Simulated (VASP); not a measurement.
# TiO2 (P4_2/mnm) in VASP: notebook

The runs below take TiO2 through single point, with PBE+U.

Everything below comes from runs of VASP 6.6.1. Logs are shortened: lines on timing, memory, paths and dates and some standing lists are left out, and cuts for length are marked.

### Step 1. The cell of the first run

It takes space group P4_2/mnm (No. 136, tetragonal). Conventional cell: a = 4.269 Å, b = 4.269 Å, c = 3.006 Å, α = 90.00°, β = 90.00°, γ = 90.00°. Ti (site symmetry mmm) has 6 O at 1.85 to 1.91 Å within 2.4 Å. O (site symmetry m2m) has 3 Ti at 1.85 to 1.91 Å and 1 O at 2.35 Å within 2.4 Å.

### Step 2. Single point, PBE+U (strain -0.080 along x and y, +0.000 along z)

INCAR

```
SYSTEM = TiO2
ALGO = Normal
EDIFF = 1E-6
ENCUT = 910
GGA = PE
GGA_COMPAT = .FALSE.
ISIF = 2
ISMEAR = 0
LASPH = .TRUE.
LCHARG = .FALSE.
LDAU = .TRUE.
LDAUJ = 0 0
LDAUL = 2 -1
LDAUPRINT = 1
LDAUTYPE = 2
LDAUU = 4 0
LMAXMIX = 4
LREAL = .FALSE.
LWAVE = .FALSE.
NBANDS = 33
NELM = 200
PREC = Accurate
SIGMA = 0.05
```

KPOINTS

```
k-points
0
G
  6 6 10
  0 0 0
```

POSCAR

```
TiO2
1.0
    4.2691518227      0.0000000000      0.0000000000
    0.0000000000      4.2691518227      0.0000000000
    0.0000000000      0.0000000000      3.0063836354
Ti O
2 4
Direct
    0.0000000000      0.0000000000      0.0000000000
    0.5000000000      0.5000000000      0.5000000000
    0.3056475974      0.3056475974      0.0000000000
    0.1943524026      0.8056475974      0.5000000000
    0.6943524026      0.6943524026      0.0000000000
    0.8056475974      0.1943524026      0.5000000000
```

Potentials or basis: VASP PAW PBE potentials, release 64 (Ti_sv, O_h).

Run with:

```sh
> cat potpaw_PBE.64/Ti_sv/POTCAR potpaw_PBE.64/O_h/POTCAR > POTCAR
> mpirun -np 1 vasp_std > vasp.out
```

OUTCAR:

```text
SYSTEM = TiO2
   EDIFF = 1E-6
   ENCUT = 910
   GGA = PE
   ISIF = 2
   ISMEAR = 0
   LASPH = .TRUE.
   LREAL = .FALSE.
   NELM = 200
   PREC = Accurate

 ion  position               nearest neighbor table
   1  0.000  0.000  0.000-   3 1.85   5 1.85   4 1.91   6 1.91   4 1.91   6 1.91
   2  0.500  0.500  0.500-   4 1.85   6 1.85   5 1.91   3 1.91   3 1.91   5 1.91
   3  0.306  0.306  0.000-   1 1.85   2 1.91   2 1.91
   4  0.194  0.806  0.500-   2 1.85   1 1.91   1 1.91
   5  0.694  0.694  0.000-   1 1.85   2 1.91   2 1.91
   6  0.806  0.194  0.500-   2 1.85   1 1.91   1 1.91

  LATTYP: Found a simple tetragonal cell.
 ALAT       =     4.2691518227
 C/A-ratio  =     0.7042109909

  Lattice vectors:

 A1 = (   4.2691518227,   0.0000000000,   0.0000000000)
 A2 = (   0.0000000000,   4.2691518227,   0.0000000000)
 A3 = (   0.0000000000,   0.0000000000,   3.0063836354)

Analysis of symmetry for initial positions (statically):
=====================================================================
 Subroutine PRICEL returns:
 Original cell was already a primitive cell.

 Routine SETGRP: Setting up the symmetry group for a
 simple tetragonal supercell.

 Subroutine GETGRP returns: Found 16 space group operations
 (whereof  8 operations were pure point group operations)
 out of a pool of 16 trial point group operations.

The static configuration has the point symmetry D_2h.
 The point group associated with its full space group is D_4h.

Analysis of symmetry for dynamics (positions and initial velocities):
=====================================================================
 Subroutine PRICEL returns:
 Original cell was already a primitive cell.

 Routine SETGRP: Setting up the symmetry group for a
 simple tetragonal supercell.

 Subroutine GETGRP returns: Found 16 space group operations
 (whereof  8 operations were pure point group operations)
 out of a pool of 16 trial point group operations.

The dynamic configuration has the point symmetry D_2h.
 The point group associated with its full space group is D_4h.

 Subroutine INISYM returns: Found 16 space group operations
 (whereof  8 operations are pure point group operations),
 and found     1 'primitive' translations

----------------------------------------------------------------------------------------

                                     Primitive cell

  volume of cell :      54.7933

  direct lattice vectors                    reciprocal lattice vectors
     4.269151823  0.000000000  0.000000000     0.234238566  0.000000000  0.000000000
     0.000000000  4.269151823  0.000000000     0.000000000  0.234238566  0.000000000
     0.000000000  0.000000000  3.006383635     0.000000000  0.000000000  0.332625547

  length of vectors
     4.269151823  4.269151823  3.006383635     0.234238566  0.234238566  0.332625547

  position of ions in fractional coordinates (direct lattice)
     0.000000000  0.000000000  0.000000000
     0.500000000  0.500000000  0.500000000
     0.305647597  0.305647597  0.000000000
     0.194352403  0.805647597  0.500000000
     0.694352403  0.694352403  0.000000000
     0.805647597  0.194352403  0.500000000

  ion indices of the primitive-cell ions
   primitive index   ion index
                 1           1
                 2           2
                 3           3
                 4           4
                 5           5
                 6           6

[... 104 lines left out ...]
   LEPSILON=     F    determine dielectric tensor
   LRPA    =     F    only Hartree local field effects (RPA)
 non-spin polarized calculation
 Gauss-broadening in eV      SIGMA  =   0.05
  energy-cutoff  :      910.00
  volume of cell :       54.79
 maximum number of plane-waves:      3435
   NGX = 21   NGY = 21   NGZ = 15

atom =   1  type =  1  l = 2

 onsite density matrix

spin component  1

  0.2280  0.0000 -0.1055  0.0000 -0.0000
  0.0000  0.1919  0.0000 -0.0869  0.0000
 -0.1055  0.0000  0.1531  0.0000 -0.0000
  0.0000 -0.0869  0.0000  0.1919  0.0000
 -0.0000  0.0000 -0.0000  0.0000  0.1151

spin component  2

  0.2280  0.0000 -0.1055  0.0000 -0.0000
  0.0000  0.1919  0.0000 -0.0869  0.0000
 -0.1055  0.0000  0.1531  0.0000 -0.0000
  0.0000 -0.0869  0.0000  0.1919  0.0000
 -0.0000  0.0000 -0.0000  0.0000  0.1151

 occupancies and eigenvectors

  o =  0.0786  v = -0.5767 -0.0000 -0.8170  0.0000 -0.0000  0.0000  0.0000  0.0000  0.0000  0.0000      0.0000  0.0000  0.0000  0.0000  0.0000  0.0000  0.0000  0.0000  0.0000  0.0000
  o =  0.0786  v =  0.0000  0.0000  0.0000  0.0000  0.0000 -0.5767 -0.0000 -0.8170  0.0000 -0.0000      0.0000  0.0000  0.0000  0.0000  0.0000  0.0000  0.0000  0.0000  0.0000  0.0000
  o =  0.1049  v =  0.0000 -0.7071  0.0000 -0.7071  0.0000  0.0000  0.0000  0.0000  0.0000  0.0000      0.0000  0.0000  0.0000  0.0000  0.0000  0.0000  0.0000  0.0000  0.0000  0.0000
  o =  0.1049  v =  0.0000  0.0000  0.0000  0.0000  0.0000  0.0000 -0.7071  0.0000 -0.7071  0.0000      0.0000  0.0000  0.0000  0.0000  0.0000  0.0000  0.0000  0.0000  0.0000  0.0000
  o =  0.1151  v = -0.0000  0.0000 -0.0000  0.0000  1.0000  0.0000  0.0000  0.0000  0.0000  0.0000      0.0000  0.0000  0.0000  0.0000  0.0000  0.0000  0.0000  0.0000  0.0000  0.0000
  o =  0.1151  v =  0.0000  0.0000  0.0000  0.0000  0.0000 -0.0000  0.0000 -0.0000  0.0000  1.0000      0.0000  0.0000  0.0000  0.0000  0.0000  0.0000  0.0000  0.0000  0.0000  0.0000
  o =  0.2788  v =  0.0000  0.0000  0.0000  0.0000  0.0000  0.0000  0.7071  0.0000 -0.7071 -0.0000      0.0000  0.0000  0.0000  0.0000  0.0000  0.0000  0.0000  0.0000  0.0000  0.0000
  o =  0.2788  v =  0.0000  0.7071  0.0000 -0.7071 -0.0000  0.0000  0.0000  0.0000  0.0000  0.0000      0.0000  0.0000  0.0000  0.0000  0.0000  0.0000  0.0000  0.0000  0.0000  0.0000
  o =  0.3025  v = -0.8170 -0.0000  0.5767  0.0000 -0.0000  0.0000  0.0000  0.0000  0.0000  0.0000      0.0000  0.0000  0.0000  0.0000  0.0000  0.0000  0.0000  0.0000  0.0000  0.0000
  o =  0.3025  v =  0.0000  0.0000  0.0000  0.0000  0.0000 -0.8170 -0.0000  0.5767  0.0000 -0.0000      0.0000  0.0000  0.0000  0.0000  0.0000  0.0000  0.0000  0.0000  0.0000  0.0000

atom =   2  type =  1  l = 2

 onsite density matrix

spin component  1

  0.2280  0.0000  0.1055  0.0000 -0.0000
  0.0000  0.1919  0.0000  0.0869  0.0000
  0.1055  0.0000  0.1531  0.0000 -0.0000
  0.0000  0.0869  0.0000  0.1919  0.0000
 -0.0000  0.0000 -0.0000  0.0000  0.1151

spin component  2

  0.2280  0.0000  0.1055  0.0000 -0.0000
  0.0000  0.1919  0.0000  0.0869  0.0000
  0.1055  0.0000  0.1531  0.0000 -0.0000
  0.0000  0.0869  0.0000  0.1919  0.0000
 -0.0000  0.0000 -0.0000  0.0000  0.1151

 occupancies and eigenvectors

  o =  0.0786  v = -0.5767  0.0000  0.8170  0.0000  0.0000  0.0000  0.0000  0.0000  0.0000  0.0000      0.0000  0.0000  0.0000  0.0000  0.0000  0.0000  0.0000  0.0000  0.0000  0.0000
  o =  0.0786  v =  0.0000  0.0000  0.0000  0.0000  0.0000 -0.5767  0.0000  0.8170  0.0000  0.0000      0.0000  0.0000  0.0000  0.0000  0.0000  0.0000  0.0000  0.0000  0.0000  0.0000
  o =  0.1049  v =  0.0000  0.7071  0.0000 -0.7071 -0.0000  0.0000  0.0000  0.0000  0.0000  0.0000      0.0000  0.0000  0.0000  0.0000  0.0000  0.0000  0.0000  0.0000  0.0000  0.0000
  o =  0.1049  v =  0.0000  0.0000  0.0000  0.0000  0.0000  0.0000  0.7071  0.0000 -0.7071 -0.0000      0.0000  0.0000  0.0000  0.0000  0.0000  0.0000  0.0000  0.0000  0.0000  0.0000
  o =  0.1151  v = -0.0000 -0.0000  0.0000  0.0000 -1.0000  0.0000  0.0000  0.0000  0.0000  0.0000      0.0000  0.0000  0.0000  0.0000  0.0000  0.0000  0.0000  0.0000  0.0000  0.0000
  o =  0.1151  v =  0.0000  0.0000  0.0000  0.0000  0.0000 -0.0000 -0.0000  0.0000  0.0000 -1.0000      0.0000  0.0000  0.0000  0.0000  0.0000  0.0000  0.0000  0.0000  0.0000  0.0000
  o =  0.2788  v =  0.0000  0.0000  0.0000  0.0000  0.0000  0.0000  0.7071  0.0000  0.7071 -0.0000      0.0000  0.0000  0.0000  0.0000  0.0000  0.0000  0.0000  0.0000  0.0000  0.0000
  o =  0.2788  v =  0.0000  0.7071  0.0000  0.7071 -0.0000  0.0000  0.0000  0.0000  0.0000  0.0000      0.0000  0.0000  0.0000  0.0000  0.0000  0.0000  0.0000  0.0000  0.0000  0.0000
  o =  0.3025  v = -0.8170  0.0000 -0.5767  0.0000  0.0000  0.0000  0.0000  0.0000  0.0000  0.0000      0.0000  0.0000  0.0000  0.0000  0.0000  0.0000  0.0000  0.0000  0.0000  0.0000
  o =  0.3025  v =  0.0000  0.0000  0.0000  0.0000  0.0000 -0.8170  0.0000 -0.5767  0.0000  0.0000      0.0000  0.0000  0.0000  0.0000  0.0000  0.0000  0.0000  0.0000  0.0000  0.0000

 number of electron      48.0000002 magnetization

 Free energy of the ion-electron system (eV)
  ---------------------------------------------------
  ext. energy  EPLUGINS =         0.00000000
  ---------------------------------------------------
  free energy    TOTEN  =       -46.72199282 eV

  energy without entropy =      -46.72199282  energy(sigma->0) =      -46.72199282

 E-fermi :   7.4307     XC(G=0): -12.1670

 val. band max:        7.2342801860   @ k =   0.0000   0.0000   0.0000
 cond. band min:       9.9945622911   @ k =   0.0000   0.0000   0.0000
 fundamental gap:      2.7602821052
 Fermi energy:         7.4306749967

 k-point     1 :       0.0000    0.0000    0.0000
  band No.  band energies     occupation
      1     -50.2639      2.00000
      2     -50.2267      2.00000
      3     -26.6738      2.00000
      4     -26.6738      2.00000
      5     -26.4107      2.00000
      6     -26.4107      2.00000
[... 853 lines left out ...]
     32      13.4137      0.00000
     33      14.9055      0.00000

 [... further k-points ...]

------------------------ aborting loop because EDIFF is reached ----------------------------------------

  FORCE on cell =-STRESS in cart. coord.  units (eV):
  Direction    XX          YY          ZZ          XY          YZ          ZX
  --------------------------------------------------------------------------------------
  -------------------------------------------------------------------------------------
  Total       20.4616766     20.4616766     15.1294530      0.0000000      0.0000000      0.0000000
  in kB      598.3071604    598.3071604    442.3909276      0.0000000      0.0000000      0.0000000
  external PRESSURE =     546.3350828 kB  Pullay stress =       0.0000000 kB

 VOLUME and BASIS-vectors are now :
 -----------------------------------------------------------------------------
  energy-cutoff  :      910.00
  volume of cell :       54.79
      direct lattice vectors                 reciprocal lattice vectors
     4.269151823  0.000000000  0.000000000     0.234238566  0.000000000  0.000000000
     0.000000000  4.269151823  0.000000000     0.000000000  0.234238566  0.000000000
     0.000000000  0.000000000  3.006383635     0.000000000  0.000000000  0.332625547

 POSITION                                       TOTAL-FORCE (eV/Angst)
 -----------------------------------------------------------------------------------
      0.00000      0.00000      0.00000        -0.000000      0.000000     -0.000000
      2.13458      2.13458      1.50319        -0.000000      0.000000     -0.000000
      1.30486      1.30486      0.00000        -0.113019     -0.113019      0.000000
      0.82972      3.43943      1.50319         0.113019     -0.113019     -0.000000
      2.96430      2.96430      0.00000         0.113019      0.113019     -0.000000
      3.43943      0.82972      1.50319        -0.113019      0.113019     -0.000000
 -----------------------------------------------------------------------------------
    total drift:                               -0.000000      0.000000     -0.000000

  FREE ENERGIE OF THE ION-ELECTRON SYSTEM (eV)
  ---------------------------------------------------
  free  energy   TOTEN  =       -46.7219928190 eV

  energy  without entropy=      -46.7219928190  energy(sigma->0) =      -46.72199282
```

Wall time 1.9 min (1 thread of AMD EPYC 9R45 (Zen 5), shared host); peak memory 0.32 GiB.

What came out:

| Quantity | Value |
| --- | --- |
| Free energy | -46.7220 eV |
| Pressure | 54.6 GPa |
| Largest force | 0.160 eV/Å |
| Band gap on the k mesh | 2.76 eV |

Forces in eV/Å, atoms in the order of the input:
```
Ti   0.000  0.000  0.000
Ti   0.000  0.000  0.000
O   -0.113 -0.113  0.000
O    0.113 -0.113  0.000
O    0.113  0.113  0.000
O   -0.113  0.113  0.000
```

Stress tensor (GPa, compression positive):
```
59.83  0.00  0.00
 0.00 59.83  0.00
 0.00  0.00 44.24
```

Eigenvalues of the final occupation matrices:
```csv
site,spin,trace,eigenvalues
site 1 d,1,0.88,0.08 0.10 0.12 0.28 0.30
site 1 d,2,0.88,0.08 0.10 0.12 0.28 0.30
site 2 d,1,0.88,0.08 0.10 0.12 0.28 0.30
site 2 d,2,0.88,0.08 0.10 0.12 0.28 0.30
```

Caveat: the cell differs from its parent crystal (strain -0.080 along x and y, +0.000 along z); the cutoff is under 1.25 times the usual one of these potentials, so pressure, stress and relaxed cells hold a basis-set (Pulay) error; the cell stands under pressure. A k mesh can miss the band edges.

### Step 3. Single point, PBE+U (strain +0.040 along x and y, +0.000 along z)

INCAR

```
SYSTEM = TiO2
PREC = Accurate
ENCUT = 520
EDIFF = 1E-6
ISMEAR = 0
SIGMA = 0.05
LREAL = .FALSE.
LASPH = .TRUE.
NELM = 150
ALGO = Normal
ISIF = 2
LWAVE = .FALSE.
LCHARG = .FALSE.
LMAXMIX = 4
LDAU = .TRUE.
LDAUTYPE = 2
LDAUL = 2 -1
LDAUU = 4 0
LDAUJ = 0 0
LDAUPRINT = 1
GGA = PE
NBANDS = 33
```

KPOINTS

```
regular mesh
0
G
  6 6 10
  0 0 0
```

POSCAR

```
TiO2
1.0
    4.8259977085      0.0000000000      0.0000000000
    0.0000000000      4.8259977085      0.0000000000
    0.0000000000      0.0000000000      3.0063836717
Ti O
2 4
Direct
    0.0000000000      0.0000000000      0.0000000000
    0.5000000000      0.5000000000      0.5000000000
    0.3056475955      0.3056475955      0.0000000000
    0.1943524045      0.8056475955      0.5000000000
    0.6943524045      0.6943524045      0.0000000000
    0.8056475955      0.1943524045      0.5000000000
```

Potentials or basis: VASP PAW PBE potentials, release 64 (Ti_sv, O).

Run with:

```sh
> cat potpaw_PBE.64/Ti_sv/POTCAR potpaw_PBE.64/O/POTCAR > POTCAR
> mpirun -np 1 vasp_std > vasp.out
```

Wall time 4.7 min (1 thread of Intel Xeon 8259CL, shared host); peak memory 0.25 GiB.

Results (log left out):

| Quantity | Value |
| --- | --- |
| Free energy | -48.2982 eV |
| Pressure | -10.4 GPa |
| Largest force | 0.264 eV/Å |
| Band gap on the k mesh | 2.12 eV (least direct gap 2.15 eV) |

Forces in eV/Å, atoms in the order of the input:
```
Ti   0.000  0.000  0.000
Ti   0.000  0.000  0.000
O    0.186  0.186  0.000
O   -0.186  0.186  0.000
O   -0.186 -0.186  0.000
O    0.186 -0.186  0.000
```

Stress tensor (GPa, compression positive):
```
-12.17   0.00   0.00
  0.00 -12.17   0.00
  0.00   0.00  -6.73
```

Levels at points of the mesh, in eV from the valence-band top:
| k point | band 22 | band 23 | band 24 | band 25 | band 26 | band 27 |
| --- | --- | --- | --- | --- | --- | --- |
| (0.00, 0.00, 0.00) | -0.46 | -0.46 | 0.00 | 2.15 | 2.29 | 2.75 |
| (0.50, 0.00, 0.00) | -1.38 | -0.65 | -0.65 | 2.67 | 2.67 | 3.15 |
| (0.50, 0.50, 0.00) | -1.20 | -1.08 | -1.08 | 2.12 | 2.12 | 2.78 |
| (0.00, 0.00, 0.50) | -1.81 | -1.37 | -1.37 | 3.02 | 3.02 | 3.48 |
| (0.50, 0.00, 0.50) | -1.76 | -0.88 | -0.88 | 2.23 | 2.23 | 3.49 |
| (0.50, 0.50, 0.50) | -0.98 | -0.71 | -0.71 | 2.77 | 2.77 | 3.26 |

Eigenvalues of the final occupation matrices:
```tsv
site	spin	trace	eigenvalues
site 1 d	1	0.75	0.08 0.09 0.10 0.22 0.26
site 1 d	2	0.75	0.08 0.09 0.10 0.22 0.26
site 2 d	1	0.75	0.08 0.09 0.10 0.22 0.26
site 2 d	2	0.75	0.08 0.09 0.10 0.22 0.26
```

Caveat: the cell differs from its parent crystal (strain +0.040 along x and y, +0.000 along z); the cell stands under tension.

### Step 4. Single point, PBE+U (strain +0.080 along x and y, -0.040 along z)

INCAR

```
SYSTEM = TiO2
ALGO = Normal
EDIFF = 1E-6
ENCUT = 520
GGA = PE
ISIF = 2
ISMEAR = 0
LASPH = .True.
LCHARG = .False.
LDAU = .True.
LDAUJ = 0 0
LDAUL = 2 -1
LDAUPRINT = 1
LDAUTYPE = 2
LDAUU = 4 0
LMAXMIX = 4
LREAL = .False.
LWAVE = .False.
NBANDS = 33
NELM = 150
PREC = Accurate
SIGMA = 0.05
```

KPOINTS

```
k-points
0
Gamma
  6 6 10
  0 0 0
```

Changes to POSCAR since step 3:

```diff
@@ -2,5 +2,5 @@
 1.0
-    4.8259977085      0.0000000000      0.0000000000
-    0.0000000000      4.8259977085      0.0000000000
-    0.0000000000      0.0000000000      3.0063836717
+    5.0116130050      0.0000000000      0.0000000000
+    0.0000000000      5.0116130050      0.0000000000
+    0.0000000000      0.0000000000      2.8861283248
 Ti O
```

Run with:

```sh
> cat potpaw_PBE.64/Ti_sv/POTCAR potpaw_PBE.64/O/POTCAR > POTCAR
> mpirun -np 1 vasp_std > vasp.out
```

Wall time 6.3 min (1 thread of Intel Xeon 8259CL, shared host); peak memory 0.25 GiB.

Results (log left out):

- Free energy: -47.7962 eV
- Pressure: -12.3 GPa
- Largest force: 0.652 eV/Å
- Band gap on the k mesh: 2.09 eV (least direct gap 2.15 eV)

Forces on the atoms (eV/Å):
```
Ti   0.000  0.000  0.000
Ti   0.000  0.000  0.000
O    0.461  0.461  0.000
O   -0.461  0.461  0.000
O   -0.461 -0.461  0.000
O    0.461 -0.461  0.000
```

Stress tensor (GPa, compression positive):
```
-19.90   0.00   0.00
  0.00 -19.90   0.00
  0.00   0.00   3.04
```

Levels at points of the mesh, in eV from the valence-band top:
```csv
k point,band 20,band 21,band 22,band 23,band 24,band 25,band 26,band 27,band 28,band 29
"(0.00, 0.00, 0.00)",-1.07,-0.33,-0.33,-0.25,-0.01,2.14,2.20,3.09,3.09,3.16
"(0.50, 0.00, 0.00)",-2.47,-0.78,-0.78,-0.51,-0.51,2.65,2.65,3.36,3.36,3.92
"(0.50, 0.50, 0.00)",-1.68,-0.91,-0.91,-0.65,-0.65,2.09,2.09,3.10,3.10,4.09
"(0.00, 0.00, 0.50)",-2.80,-1.32,-1.32,-1.23,-1.23,3.12,3.12,3.56,3.56,3.98
"(0.50, 0.00, 0.50)",-2.04,-1.57,-1.57,-0.64,-0.64,2.41,2.41,3.77,3.77,3.88
"(0.50, 0.50, 0.50)",-2.78,-0.70,-0.70,-0.65,-0.65,2.93,2.93,3.27,3.27,4.05
```

Eigenvalues of the final occupation matrices:
```csv
site,spin,trace,eigenvalues
site 1 d,1,0.75,0.09 0.09 0.10 0.19 0.27
site 1 d,2,0.75,0.09 0.09 0.10 0.19 0.27
site 2 d,1,0.75,0.09 0.09 0.10 0.19 0.27
site 2 d,2,0.75,0.09 0.09 0.10 0.19 0.27
```

Caveat: the cell differs from its parent crystal (strain +0.080 along x and y, -0.040 along z); the cell stands under tension.

[end of part 1 of 2]
